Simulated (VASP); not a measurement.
# Sn2PbO3 (Pmmn) in VASP: further runs, part 2 of 2

VASP 6.6.1. Earlier steps stand in the parts before.

## (3) Single point, PBE

This run uses another cell than the first one, of 20.04 Å³/atom.

INCAR

```
PREC = Accurate ; ENCUT = 600
EDIFF = 1E-6 ; ISMEAR = 0
SIGMA = 0.1 ; LREAL = False
LASPH = True ; NELM = 120
ALGO = Normal ; ISIF = 2
LWAVE = False ; LCHARG = False
GGA = PE ; NBANDS = 72
GGA_COMPAT = False
```

KPOINTS

```
regular mesh
0
Gamma
  4 4 1
```

POSCAR

```
Sn2PbO3
1.0
   -3.9662442521      0.0000000000      0.0000000000
    0.0000000000      0.0000000000     -5.2191969350
    0.0000000000    -11.6161768876      0.0000000000
Sn Pb O
4 2 6
Direct
    1.0000000000      0.7934374477      0.1634336487
    0.5000000000      0.2065625523      0.3365663513
    0.0000000000      0.7934374477      0.8365663513
    0.5000000000      0.2065625523      0.6634336487
    1.0000000000      0.7384768858      0.5000000000
    0.5000000000      0.2615231142      0.0000000000
    0.5000000000      0.9848073314      0.5000000000
    0.0000000000      0.0006254248      0.3283553275
    0.5000000000      0.9993745752      0.1716446725
    1.0000000000      0.0151926686      0.0000000000
    0.0000000000      0.0006254248      0.6716446725
    0.5000000000      0.9993745752      0.8283553275
```

Potentials or basis: VASP PAW PBE potentials, release 64 (Sn_d, Pb_d, O).

The run is started by

```sh
$ cat potpaw_PBE.64/Sn_d/POTCAR potpaw_PBE.64/Pb_d/POTCAR potpaw_PBE.64/O/POTCAR > POTCAR
$ mpirun -np 1 vasp_std > vasp.out
```

OUTCAR:

```text
PREC = Accurate
   ENCUT = 600
   EDIFF = 1E-6
   ISMEAR = 0
   LREAL = False
   LASPH = True
   NELM = 120
   ISIF = 2
   GGA = PE

 ion  position               nearest neighbor table
   1  0.000  0.793  0.163-   8 2.20  10 2.22   9 2.26   9 2.26   2 3.55   2 3.55   6 3.67   6 3.67
                             6 3.90   6 3.90   5 3.92
   2  0.500  0.207  0.337-   9 2.20   7 2.22   8 2.26   8 2.26   1 3.55   1 3.55   5 3.67   5 3.67
                             5 3.90   5 3.90   6 3.92
   3  0.000  0.793  0.837-  11 2.20  10 2.22  12 2.26  12 2.26   4 3.55   4 3.55   6 3.67   6 3.67
                             6 3.90   6 3.90   5 3.92
   4  0.500  0.207  0.663-  12 2.20   7 2.22  11 2.26  11 2.26   3 3.55   3 3.55   5 3.67   5 3.67
                             5 3.90   5 3.90   6 3.92
   5  0.000  0.738  0.500-   7 2.36   7 2.36  11 2.42   8 2.42   2 3.67   2 3.67   4 3.67   4 3.67
                             4 3.90   2 3.90   2 3.90   4 3.90   3 3.92   1 3.92
   6  0.500  0.262  0.000-  10 2.36  10 2.36  12 2.42   9 2.42   1 3.67   1 3.67   3 3.67   3 3.67
                             3 3.90   3 3.90   1 3.90   1 3.90   2 3.92   4 3.92
   7  0.500  0.985  0.500-   2 2.22   4 2.22   5 2.36   5 2.36
[... 881 lines left out ...]

  FORCE on cell =-STRESS in cart. coord.  units (eV):
  Direction    XX          YY          ZZ          XY          YZ          ZX
  --------------------------------------------------------------------------------------
  -------------------------------------------------------------------------------------
  Total        0.0714440      0.3170375      0.0602700      0.0000000      0.0000000      0.0000000
  in kB        0.4760253      2.1123937      0.4015738      0.0000000      0.0000000      0.0000000
  external PRESSURE =       0.9966642 kB  Pullay stress =       0.0000000 kB

 VOLUME and BASIS-vectors are now :
 -----------------------------------------------------------------------------
  energy-cutoff  :      600.00
  volume of cell :      240.46
      direct lattice vectors                 reciprocal lattice vectors
    -3.966244252  0.000000000  0.000000000    -0.252127690  0.000000000  0.000000000
     0.000000000  0.000000000 -5.219196935     0.000000000  0.000000000 -0.191600358
     0.000000000-11.616176888  0.000000000     0.000000000 -0.086086843  0.000000000

 POSITION                                       TOTAL-FORCE (eV/Angst)
 -----------------------------------------------------------------------------------
      0.00000     -1.89847     -4.14111         0.000000     -0.000603      0.087889
     -1.98312     -3.90961     -1.07809        -0.000000      0.000603     -0.087889
      0.00000     -9.71770     -4.14111         0.000000      0.000603      0.087889
     -1.98312     -7.70656     -1.07809        -0.000000     -0.000603     -0.087889
      0.00000     -5.80809     -3.85426         0.000000     -0.000000      0.053631
     -1.98312      0.00000     -1.36494         0.000000     -0.000000     -0.053631
     -1.98312     -5.80809     -5.13990         0.000000     -0.000000     -0.007512
      0.00000     -3.81423     -0.00326        -0.000000     -0.014265      0.026203
     -1.98312     -1.99385     -5.21593         0.000000      0.014265     -0.026203
      0.00000      0.00000     -0.07929         0.000000     -0.000000      0.007512
      0.00000     -7.80194     -0.00326        -0.000000      0.014265      0.026203
     -1.98312     -9.62232     -5.21593         0.000000     -0.014265     -0.026203
 -----------------------------------------------------------------------------------
    total drift:                               -0.000000     -0.000000     -0.000000

  FREE ENERGIE OF THE ION-ELECTRON SYSTEM (eV)
  ---------------------------------------------------
  free  energy   TOTEN  =       -67.1572907324 eV

  energy  without entropy=      -67.1572907324  energy(sigma->0) =      -67.15729073
```

Wall time 2.7 min (1 thread of AMD EPYC 9R45 (Zen 5), shared host); peak memory 0.41 GiB.

What came out:

| Quantity | Value |
| --- | --- |
| Free energy | -67.1573 eV |
| Pressure | 0.1 GPa |
| Largest force | 0.088 eV/Å |
| Band gap on the k mesh | 1.62 eV (least direct gap 1.97 eV) |

Forces on the atoms (eV/Å):
```
Sn   0.000 -0.001  0.088
Sn   0.000  0.001 -0.088
Sn   0.000  0.001  0.088
Sn   0.000 -0.001 -0.088
Pb   0.000  0.000  0.054
Pb   0.000  0.000 -0.054
O    0.000  0.000 -0.008
O    0.000 -0.014  0.026
O    0.000  0.014 -0.026
O    0.000  0.000  0.008
O    0.000  0.014  0.026
O    0.000 -0.014 -0.026
```

Caveat: the k points lie up to 0.54 Å⁻¹ apart; spin-orbit coupling is left out, which moves the levels of the heavy elements.
